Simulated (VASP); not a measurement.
Y: single point with PBEsol

Y:

```
CELL_PARAMETERS angstrom
0.00000 2.48500 2.68380
2.48500 0.00000 2.68380
2.48500 2.48500 0.00000
ATOMIC_POSITIONS crystal
Y 0.00000 0.00000 0.00000
```

This cell differs from its parent crystal: strain +0.000 along x and y, +0.080 along z.

```yaml
Program: VASP 6.6.1
Task: single point
Functional: PBEsol
Potentials_or_basis: VASP PAW PBE potentials, release 64 (Y_sv)
Cutoff: 520 eV
k_mesh: 16 × 16 × 16
Occupations: gaussian, width 0.15 eV
Spin: no spin polarisation
Dipole_correction: no
Further_INCAR_settings: ALGO = Normal; EDIFF = 1e-06; NBANDS = 12
```

```json
{"Pressure": "-2.8 GPa"}
```

Stress tensor (GPa, compression positive):
```
-2.00  0.00  0.00
 0.00 -2.00  0.00
 0.00  0.00 -4.40
```

Levels at points of the mesh, in eV from the Fermi level:
```csv
k point,band 3,band 4,band 5,band 6,band 7,band 8
"(0.00, 0.00, 0.00)",-22.37,-22.37,-4.74,1.35,1.99,1.99
"(0.50, 0.00, 0.00)",-22.47,-22.42,-1.97,0.59,1.26,1.94
"(0.50, 0.50, 0.00)",-22.52,-22.52,-1.80,-0.75,1.42,5.21
"(0.50, 0.00, 0.50)",-22.64,-22.54,-1.68,-0.87,2.32,5.02
```

It took 110 s on 1 thread of AMD EPYC 7R13 Processor (Zen 3), on a shared host, peak memory 0.26 GiB.

Caveat: the cell differs from its parent crystal (strain +0.000 along x and y, +0.080 along z); the PAW data sets were made with another functional, which shifts forces and pressure a little.
